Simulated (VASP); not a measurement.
Here is a VASP 6.6.1 calculation.

POSCAR

```
Al
1.0
    2.8457999342      0.0000000000      0.0000000000
   -1.4228999671      2.4645350371      0.0000000000
    0.0000000000      0.0000000000      9.2468292341
Al
4
Direct
    0.6666666667      0.3333333333      0.7500000000
    0.0000000000      0.0000000000      0.5000000000
    0.3333333333      0.6666666667      0.2500000000
    0.0000000000      0.0000000000      0.0000000000
```

File INCAR.step1:

```
SYSTEM = Al
  ALGO = Normal
  EDIFF = 1E-4
  ENCUT = 520
  GGA = PE
  ISMEAR = -1
  LASPH = .TRUE.
  LCHARG = .FALSE.
  LREAL = .FALSE.
  LWAVE = .TRUE.
  NBANDS = 14
  NELM = 80
  PREC = Accurate
  SIGMA = 0.05
```

INCAR.step2

```
SYSTEM = Al
  ALGO = Normal
  EDIFF = 1E-6
  ENCUT = 520
  ISIF = 2
  ISMEAR = -1
  ISTART = 1
  LASPH = .TRUE.
  LCHARG = .TRUE.
  LELF = .TRUE.
  LMIXTAU = .TRUE.
  LREAL = .FALSE.
  LVHAR = .TRUE.
  LWAVE = .FALSE.
  METAGGA = R2SCAN
  NBANDS = 14
  NELM = 80
  PREC = Accurate
  SIGMA = 0.05
```

File KPOINTS:

```
k-points
0
G
  11 11 3
  0 0 0
```

Potentials or basis: VASP PAW PBE potentials, release 64 (Al).

The run is started by

```sh
$ cat potpaw_PBE.64/Al/POTCAR > POTCAR
$ cp INCAR.step1 INCAR
$ mpirun -np 1 vasp_std > vasp.out
$ cp INCAR.step2 INCAR
$ mpirun -np 1 vasp_std > vasp.out
```

(1) What does it give for the band gap on the k mesh?

(2) Predict the pressure.

Results:

(1) zero (band 6 reaches 12.41 eV, above the bottom of band 7 at 6.23 eV).

(2) -1.6 GPa.

Caveat: the PAW data sets were made with another functional, which shifts forces and pressure a little.
